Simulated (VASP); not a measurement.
# PdI (zincblende type) (F-43m) in VASP: further runs, part 2 of 2

VASP 6.6.1. Earlier steps stand in the parts before.

## (3) Relaxation of cell and atoms, LDA, target pressure 9.1 GPa, at which the enthalpy is minimised

This run uses another cell than the first one, of 23.43 Å³/atom, 0.956 times its volume.

The input, INCAR:

```
ALGO = Normal ; EDIFF = 1E-7
EDIFFG = -0.005 ; ENCUT = 600
GGA = CA ; IBRION = 2
ISIF = 3 ; ISMEAR = -1
LASPH = T ; LCHARG = F
LREAL = F ; LWAVE = F
NELM = 100 ; NSW = 60
PREC = Accurate ; PSTRESS = 91.0
SIGMA = 0.1
```

The input, KPOINTS:

```
k-points
0
Gamma
  11 11 11
```

The input, POSCAR:

```
PdI
1.0
    0.0000000000      2.8615623535      2.8615623535
    2.8615623535      0.0000000000      2.8615623535
    2.8615623535      2.8615623535      0.0000000000
Pd I
1 1
Direct
    0.0000000000      0.0000000000      0.0000000000
    0.2500000000      0.2500000000      0.2500000000
```

Potentials or basis: VASP PAW LDA potentials, release 64 (Pd, I).

Command:

```
$ cat potpaw_LDA.64/Pd/POTCAR potpaw_LDA.64/I/POTCAR > POTCAR
$ mpirun -np 1 vasp_std > vasp.out
```

OUTCAR:

```text
EDIFF = 1E-7
   EDIFFG = -0.005
   ENCUT = 600
   GGA = CA
   IBRION = 2
   ISIF = 3
   ISMEAR = -1
   LASPH = T
   LREAL = F
   NELM = 100
   NSW = 60
   PREC = Accurate
   PSTRESS = 91.0

 ion  position               nearest neighbor table
   1  0.000  0.000  0.000-   2 2.48   2 2.48   2 2.48   2 2.48
   2  0.250  0.250  0.250-   1 2.48   1 2.48   1 2.48   1 2.48

  LATTYP: Found a face centered cubic cell.
 ALAT       =     5.7231247070

  Lattice vectors:

 A1 = (   0.0000000000,   2.8615623535,   2.8615623535)
 A2 = (   2.8615623535,   0.0000000000,   2.8615623535)
 A3 = (   2.8615623535,   2.8615623535,   0.0000000000)

Analysis of symmetry for initial positions (statically):
=====================================================================
 Subroutine PRICEL returns:
 Original cell was already a primitive cell.

 Routine SETGRP: Setting up the symmetry group for a
 face centered cubic supercell.

 Subroutine GETGRP returns: Found 24 space group operations
 (whereof 24 operations were pure point group operations)
 out of a pool of 48 trial point group operations.

The static configuration has the point symmetry T_d .

Analysis of symmetry for dynamics (positions and initial velocities):
=====================================================================
[... 166 lines left out ...]
  Total        4.3415301      4.3415301      4.3415301      0.0000000      0.0000000      0.0000000
  in kB      148.4272903    148.4272903    148.4272903      0.0000000      0.0000000      0.0000000
  external PRESSURE =      57.4272903 kB  Pullay stress =      91.0000000 kB
[... 101 lines left out ...]
--------------------------------------- Ionic step        4  -------------------------------------------

 number of electron      17.0000001 magnetization

 Free energy of the ion-electron system (eV)
  ---------------------------------------------------
  ext. energy  EPLUGINS =         0.00000000
  ---------------------------------------------------
  free energy    TOTEN  =        -8.31192870 eV

  energy without entropy =       -8.26284121  energy(sigma->0) =       -8.28738496

 E-fermi :   7.0508     XC(G=0): -10.4612

 val. band max:        7.0006338700   @ k =   0.3636   0.2727   0.0909
 cond. band min:       7.0637046882   @ k =   0.2727   0.1818   0.0909
 fundamental gap:      0.0630708183
 Fermi energy:         7.0507811625

 k-point     1 :       0.0000    0.0000    0.0000
  band No.  band energies     occupation
      1      -7.8786      2.00000
      2       1.5678      2.00000
      3       1.5678      2.00000
      4       1.5678      2.00000
      5       4.1981      2.00000
      6       4.1981      2.00000
      7       8.5354      0.00000
      8       8.5354      0.00000
      9       8.5354      0.00000
     10       8.9287      0.00000
     11      12.8484      0.00000
     12      12.8484      0.00000
[... 331 lines left out ...]
 k-point    24 :      -0.1818    0.1818    0.0000
  band No.  band energies     occupation
      1      -7.4623      2.00000
      2       1.1281      2.00000
      3       1.6939      2.00000
      4       1.7781      2.00000
      5       4.0568      2.00000
      6       4.2679      2.00000
      7       6.0132      1.99994
      8       6.4339      1.99582
      9       7.8558      0.00064
     10      11.2669      0.00000
     11      12.8460      0.00000
     12      13.3666      0.00000

 [... further k-points ...]
[... 5 lines left out ...]
  --------------------------------------------------------------------------------------
  -------------------------------------------------------------------------------------
  Total        2.7834930      2.7834930      2.7834930      0.0000000      0.0000000     -0.0000000
  in kB       90.9677294     90.9677294     90.9677294      0.0000000      0.0000000     -0.0000000
  external PRESSURE =      -0.0322706 kB  Pullay stress =      91.0000000 kB
[... 21 lines left out ...]
  energy  without entropy=       -8.2628412124  energy(sigma->0) =       -8.28738496

  enthalpy is  TOTEN    =        -5.5274482525 eV   P V=        2.7844804484

 reached required accuracy - stopping structural energy minimisation
```

OSZICAR:

```text
N       E                     dE             d eps       ncg     rms          rms(c)
DAV:   1     0.101523784970E+03    0.10152E+03   -0.79434E+03  1344   0.134E+03
DAV:   2    -0.429455872335E+01   -0.10582E+03   -0.99968E+02  1488   0.256E+02
DAV:   3    -0.822146112600E+01   -0.39269E+01   -0.38904E+01  1640   0.527E+01
[... 38 lines left out ...]
DAV:   1    -0.831207762934E+01    0.24229E-02   -0.24754E-03  1344   0.561E-01    0.792E-02
DAV:   2    -0.831194538913E+01    0.13224E-03   -0.72452E-04  1352   0.337E-01    0.293E-02
DAV:   3    -0.831193144679E+01    0.13942E-04   -0.36284E-05  1364   0.802E-02    0.152E-02
DAV:   4    -0.831192879031E+01    0.26565E-05   -0.16948E-05  1368   0.238E-02    0.995E-03
DAV:   5    -0.831192870086E+01    0.89444E-07   -0.48362E-07  1440   0.650E-03
   4 F= -.55274483E+01 E0= -.55029045E+01  d E =-.370419E-01
```

Run time: 30 s. Hardware: 1 thread of Intel Xeon 6975P-C (Granite Rapids), shared host; peak memory 0.19 GiB.

What came out:

```
Free energy                                            : -8.3119 eV
Relaxed volume                                         : 24.51 Å³/atom
Relaxed cell                                           : a = 4.108 Å, b = 4.108 Å, c = 4.108 Å, α = 60.00°, β = 60.00°, γ = 60.00°
Space group after relaxing (to 0.05 Å)                 : F-43m (No. 216)
Energy change on relaxing (the enthalpy is what falls) : -79.9 meV/atom
Ionic steps                                            : 4
Pressure after relaxing                                : 9.1 GPa
```

The path:
```csv
step,energy change (eV),largest force (eV/Å),pressure (GPa),volume (Å³)
1,0.0000,0.0000,14.84,46.86
2,-0.2840,0.0000,1.98,52.79
3,-0.1623,0.0000,8.99,49.07
4,-0.1598,0.0000,9.10,49.02
```

Final structure:
```xyz
2
Lattice="0.0000 2.9049 2.9049 2.9049 0.0000 2.9049 2.9049 2.9049 0.0000" Properties=species:S:1:pos:R:3 pbc="T T T"
Pd    0.0000    0.0000    0.0000
I     1.4524    1.4524    1.4524
```

Caveat: the cell is relaxed towards a set pressure, so the enthalpy falls and the energy may rise; spin-orbit coupling is left out, which moves the levels of the heavy elements; an odd number of electrons without spin polarisation forces a metal; a magnetic or distorted state may lie lower.
